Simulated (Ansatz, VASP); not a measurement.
Two plane-wave programs on CdSnBi2Te4

```
Bi Cd Sn Te
1.0
    -3.93614    3.93614    3.95171
     3.93614   -3.93614    3.95171
     3.93614    3.93614   -3.95171
Bi Cd Sn Te
2 1 1 4
Cartesian
  0.0000 3.9361 0.0000
  3.9361 0.0000 0.0000
  0.0000 0.0000 3.9517
  0.0000 0.0000 0.0000
  1.6909 1.6909 2.3131
  1.6909 -1.6909 5.5903
  2.2453 2.2453 -1.6386
  -1.6909 1.6909 5.5903
```

Alike in both runs: functional PBE; k mesh 4 × 4 × 4; no spin polarisation.

Ansatz relaxed the structure, and its values are those at the end. VASP's run is a single point on that final structure, the one shown.

```csv
,VASP,Ansatz
version,VASP 6.6.1,Ansatz 0.2.0
potentials or method,"VASP PAW PBE potentials, release 64 (Bi_d, Cd, Sn_d, Te), cutoff 520 eV",PAW plane waves
occupations,"fermi-dirac, width 0.1 eV",fermi-dirac
valence electrons in the cell,80,128
```

```tsv
	VASP	Ansatz	Ansatz less VASP
gap on the k mesh at the Fermi level (eV)	none	none	-
pressure (GPa)	0.0	0.0	0.00
rms of the force components (eV/Å)	0.004	0.002	-0.0025
```

A gap of «none» marks a metal or a gap that the smearing closes. VASP's potentials hold 80 valence electrons a cell and Ansatz's 128, so a difference there can come from the potentials and not from the codes.

Spin-orbit coupling is off throughout.
